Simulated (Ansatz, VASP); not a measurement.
**Two plane-wave programs on TaTi3**

File INCAR:

```
SYSTEM = TaTi3
PREC     = Accurate       ! precision mode
ENCUT    = 520            ! plane-wave cutoff, eV
EDIFF    = 1E-6           ! SCF threshold, eV
ISMEAR   = -1             ! smearing method
SIGMA    = 0.1            ! smearing width, eV
LREAL    = .False.        ! projectors in reciprocal space
LASPH    = .True.         ! aspherical terms in the spheres
NELM     = 80             ! most SCF steps
ALGO     = Normal         ! electronic algorithm
ISIF     = 2              ! what is computed and relaxed
LWAVE    = .False.        ! write WAVECAR
LCHARG   = .True.         ! write CHGCAR
GGA      = CA             ! functional
LELF     = .True.         ! ELF
LVHAR    = .True.       
NBANDS   = 32             ! bands
```

KPOINTS

```
Automatic mesh
0
Gamma
  6 6 6
  0 0 0
```

POSCAR

```
TaTi3
1.0
    0.0000000000      3.2881612662      3.2881612662
    3.2881612662      0.0000000000      3.2881612662
    3.2881612662      3.2881612662      0.0000000000
Ti Ta
3 1
Direct
    0.2500000000      0.2500000000      0.2500000000
    0.7500000000      0.7500000000      0.7500000000
    0.5000000000      0.5000000000      0.5000000000
    0.0000000000      0.0000000000      0.0000000000
```

Input for Ansatz:

```yaml
crystal:
  lattice:
    - [0.0, 3.2881612662139768, 3.2881612662139768]
    - [3.2881612662139768, 0.0, 3.2881612662139768]
    - [3.2881612662139768, 3.2881612662139768, 0.0]
  atoms:
    - { symbol: Ti, position: [0.25, 0.25, 0.25] }
    - { symbol: Ti, position: [0.75, 0.75, 0.75] }
    - { symbol: Ti, position: [0.5, 0.5, 0.5] }
    - { symbol: Ta, position: [0.0, 0.0, 0.0] }
basis:
  ecutwfc: 500.0
kpoints:
  mp_grid:
    grid: [6, 6, 6]
hamiltonian:
  xc: lda
scf:
  convergence:
    dr2_threshold: 1.0e-10
  occupations:
    method: fermi_dirac
    width: 0.1
output:
  stress: true
```

Alike in both runs: task single point; functional LDA; k mesh 6 × 6 × 6; occupations fermi-dirac, width 0.1 eV; no spin polarisation.

|  | VASP | Ansatz |
| --- | --- | --- |
| version | VASP 6.6.1 | Ansatz 0.2.0 |
| potentials or method | VASP PAW LDA potentials, release 64 (Ti_sv, Ta_pv), cutoff 520 eV | plane waves, PAW |
| valence electrons in the cell | 47 | 49 |

|  | VASP | Ansatz | Ansatz less VASP |
| --- | --- | --- | --- |
| pressure (GPa) | -11.4 | -11.5 | -0.10 |

LDA's correlation is that of Perdew and Zunger in VASP and of Perdew and Wang (1992) in Ansatz. VASP's potentials hold 47 valence electrons a cell and Ansatz's 49, so a difference there can come from the potentials and not from the codes.

Spin-orbit coupling is off throughout.
